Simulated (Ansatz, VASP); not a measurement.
# One calculation of ScAlN2, two programs

Contents of POSCAR:

```
ScAlN2
1.0
    3.0446085440      0.0000000000      0.0000000000
    0.0000000000      3.0446085440      0.0000000000
    0.0000000000      0.0000000000      4.3189807810
Sc N Al
1 2 1
Direct
    0.0000000000      0.0000000000      0.0000000000
    0.0000000000      0.0000000000      0.5000000000
    0.5000000000      0.5000000000      0.0000000000
    0.5000000000      0.5000000000      0.5000000000
```

Contents of INCAR.step1:

```
SYSTEM = ScAlN2
PREC     = Accurate       ! precision mode
ENCUT    = 520            ! plane-wave cutoff, eV
ISMEAR   = 0              ! smearing method
SIGMA    = 0.01           ! smearing width, eV
LREAL    = .False.        ! projectors in reciprocal space
LASPH    = .True.         ! aspherical terms in the spheres
NELM     = 80             ! most SCF steps
NBANDS   = 20             ! bands
GGA      = PE             ! functional
ALGO     = Normal         ! electronic algorithm
EDIFF    = 1E-4           ! SCF threshold, eV
LWAVE    = .True.         ! write WAVECAR
LCHARG   = .False.        ! write CHGCAR
```

The input INCAR.step2:

```
SYSTEM = ScAlN2
PREC     = Accurate       ! precision mode
ENCUT    = 520            ! plane-wave cutoff, eV
EDIFF    = 1E-6           ! SCF threshold, eV
ISMEAR   = 0              ! smearing method
SIGMA    = 0.01           ! smearing width, eV
LREAL    = .False.        ! projectors in reciprocal space
LASPH    = .True.         ! aspherical terms in the spheres
NELM     = 80             ! most SCF steps
ALGO     = Normal         ! electronic algorithm
ISIF     = 2              ! what is computed and relaxed
LWAVE    = .False.        ! write WAVECAR
LCHARG   = .False.        ! write CHGCAR
METAGGA  = R2SCAN         ! meta-GGA
LMIXTAU  = .True.       
NBANDS   = 20             ! bands
ISTART   = 1
```

The input KPOINTS:

```
regular mesh
0
Gamma
  8 8 6
  0 0 0
```

Input for Ansatz:

```yaml
crystal:
  lattice:
    - [3.044608544, 0.0, 0.0]
    - [0.0, 3.044608544, 0.0]
    - [0.0, 0.0, 4.318980781]
  atoms:
    - { symbol: Sc, position: [0.0, 0.0, 0.0] }
    - { symbol: "N", position: [0.0, 0.0, 0.5] }
    - { symbol: Al, position: [0.5, 0.5, 0.5] }
    - { symbol: "N", position: [0.5, 0.5, 0.0] }
kpoints:
  mp_grid: { grid: [8, 8, 6] }
  band_path:
    path:
      - [0.0, 0.0, 0.0]
      - [0.0, 0.5, 0.0]
      - [0.5, 0.5, 0.0]
      - [0.0, 0.0, 0.5]
      - [0.0, 0.5, 0.5]
      - [0.5, 0.5, 0.5]
    npoints: 1
hamiltonian:
  xc: r2scan
scf:
  occupations: { method: fixed }
  n_extra_bands: 5
output:
  forces: true
  stress: true
  eigenvalues: true
```

Alike in both runs: task single point; functional r2SCAN; k mesh 8 × 8 × 6; no spin polarisation.

```csv
,VASP,Ansatz
version,VASP 6.6.1,Ansatz 0.2.0
potentials or method,"VASP PAW PBE potentials, release 64 (Sc_sv, N, Al)","plane waves, PAW"
plane-wave cutoff (eV),520,500
occupations,"gaussian, width 0.01 eV",fixed
valence electrons in the cell,24,24
```

Ansatz gave:

```
gap on the k mesh at the Fermi level (eV) : 1.13
pressure (GPa)                            : 0.0
```

**Question.** Estimate VASP's values.

**Answer.** gap on the k mesh at the Fermi level (eV): 1.13; pressure (GPa): 1.1.

VASP's potentials were made for PBE, not for r2SCAN.
